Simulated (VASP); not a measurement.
Set up this calculation in VASP 6.6.1, as the native input.

```
Task                   : single point
Functional             : PBEsol
Potentials or basis    : VASP PAW PBE potentials, release 64 (Ga_d)
Cutoff                 : 520 eV
k mesh                 : 14 × 14 × 8
Occupations            : fermi-dirac, width 0.1 eV
Spin                   : no spin polarisation
Dipole correction      : no
Further INCAR settings : ALGO = Normal; EDIFF = 1e-06; NBANDS = 20
```

The structure of Ga lies in POSCAR:

```
Ga
1.0
    2.9247191674      0.0000000000      0.0000000000
   -1.4623595837      2.5328810979      0.0000000000
    0.0000000000      0.0000000000      4.6260721963
Ga
2
Direct
    0.3333333333      0.6666666667      0.2500000000
    0.6666666667      0.3333333333      0.7500000000
```

This isn't the form of Ga at room conditions, which is orthorhombic.

One way to write it, as run:

INCAR

```
PREC = Accurate
ENCUT = 520
EDIFF = 1E-6
ISMEAR = -1
SIGMA = 0.1
LREAL = F
LASPH = T
NELM = 100
ALGO = Normal
ISIF = 2
LWAVE = F
LCHARG = F
GGA = PS
NBANDS = 20
```

KPOINTS

```
regular mesh
0
Gamma
  14 14 8
```

Potentials or basis: VASP PAW PBE potentials, release 64 (Ga_d).

The run is started by

```bash
$ cat potpaw_PBE.64/Ga_d/POTCAR > POTCAR
$ mpirun -np 1 vasp_std > vasp.out
```

It gave:

- Pressure: 3.0 GPa
- Band gap on the k mesh: zero (bands 13 and 14 overlap by 8.59 eV)

Caveat: the PAW data sets were made with another functional, which shifts forces and pressure a little.

Wall time 100 s on 1 thread of Intel Xeon 8259CL (shared host), peak memory 0.2 GiB.
